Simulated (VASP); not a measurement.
## Zn4SeS3: single point with PBE

The system is Zn4SeS3.

```
Zn Se S
1.0
     5.51594    0.00000    0.00000
     0.00000    5.51594    0.00000
    -2.75797   -2.75797    5.51284
Zn Se S
4 1 3
Direct
  0.88640 0.37010 0.25650
  0.11360 0.11360 0.74350
  0.37010 0.88640 0.25650
  0.62990 0.62990 0.74350
  0.50000 0.50000 0.00000
  0.25000 0.75000 0.50000
  0.75000 0.25000 0.50000
  0.00000 0.00000 0.00000
```

```yaml
Program: VASP 6.6.1
Task: single point
Functional: PBE
Potentials_or_basis: VASP PAW PBE potentials, release 64 (Zn, Se, S)
Cutoff: 520 eV
k_mesh: 4 × 4 × 4
Occupations: gaussian, width 0.1 eV
Spin: no spin polarisation
Dipole_correction: no
Further_INCAR_settings: ALGO = Normal; EDIFF = 1e-07; NBANDS = 46
```

```yaml
Pressure: 0.2 GPa
Largest_force: 0.004 eV/Å
Band_gap_on_the_k_mesh: 1.77 eV
```

Forces on the atoms (eV/Å):
```
Zn   0.003 -0.003  0.002
Zn  -0.003 -0.003 -0.002
Zn  -0.003  0.003  0.002
Zn   0.003  0.003 -0.002
Se   0.000  0.000  0.000
S    0.000  0.000  0.000
S    0.000  0.000  0.000
S    0.000  0.000  0.000
```

Levels at points of the mesh, in eV from the valence-band top:
```tsv
k point	band 33	band 34	band 35	band 36	band 37	band 38	band 39	band 40
(0.00, 0.00, 0.00)	-2.11	0.00	0.00	0.00	1.77	3.34	3.88	5.62
(0.50, 0.00, 0.00)	-1.54	-1.52	-1.02	-0.72	4.44	4.44	4.93	5.07
(0.50, 0.50, 0.00)	-0.98	-0.79	-0.66	-0.59	2.99	3.11	4.46	4.68
(0.00, 0.00, 0.50)	-1.37	-1.37	-0.99	-0.99	3.19	3.46	3.90	3.90
```

Run time: 110 s on 1 thread of AMD EPYC 7R13 Processor (Zen 3), with other jobs on the host, peak memory 0.29 GiB.
